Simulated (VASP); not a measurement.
Li3Rh, 4 atoms in the cell. It takes space group Fm-3m (No. 225, cubic). The conventional cell has a = 5.862 Å, b = 5.862 Å, c = 5.862 Å, α = 90.00°, β = 90.00°, γ = 90.00°. Li (site symmetry -43m) has 10 Li at 2.54 to 2.93 Å and 4 Rh at 2.54 Å within 3.3 Å. Within 3.3 Å of Li (site symmetry m-3m) lie 8 Li at 2.54 Å and 6 Rh at 2.93 Å. Rh (site symmetry m-3m) has 14 Li at 2.54 to 2.93 Å within 3.3 Å. 

```yaml
Program: VASP 6.6.1
Task: single point
Functional: PBEsol
Dispersion: D3(BJ)
Potentials_or_basis: VASP PAW PBE potentials, release 64 (Li_sv, Rh_pv)
Cutoff: 520 eV
k_mesh: 7 × 7 × 7
Occupations: fermi-dirac, width 0.05 eV
Spin: no spin polarisation
Dipole_correction: no
Further_INCAR_settings: ALGO = Normal; EDIFF = 1e-06; NBANDS = 20
```

Potentials or basis: VASP PAW PBE potentials, release 64 (Li_sv, Rh_pv).

The run is started by

```bash
$ cat potpaw_PBE.64/Li_sv/POTCAR potpaw_PBE.64/Rh_pv/POTCAR > POTCAR
$ mpirun -np 1 vasp_std > vasp.out
```

Hardware: 1 thread of Intel(R) Xeon(R) 6975P-C (Granite Rapids), with other jobs on the host.

**Question.** How long does it take, and how much memory?

**Answer.** Run time: 14 s on 1 thread of Intel(R) Xeon(R) 6975P-C (Granite Rapids) (shared host), peak memory 0.18 GiB. Counts: scf iterations 12, k points 20.
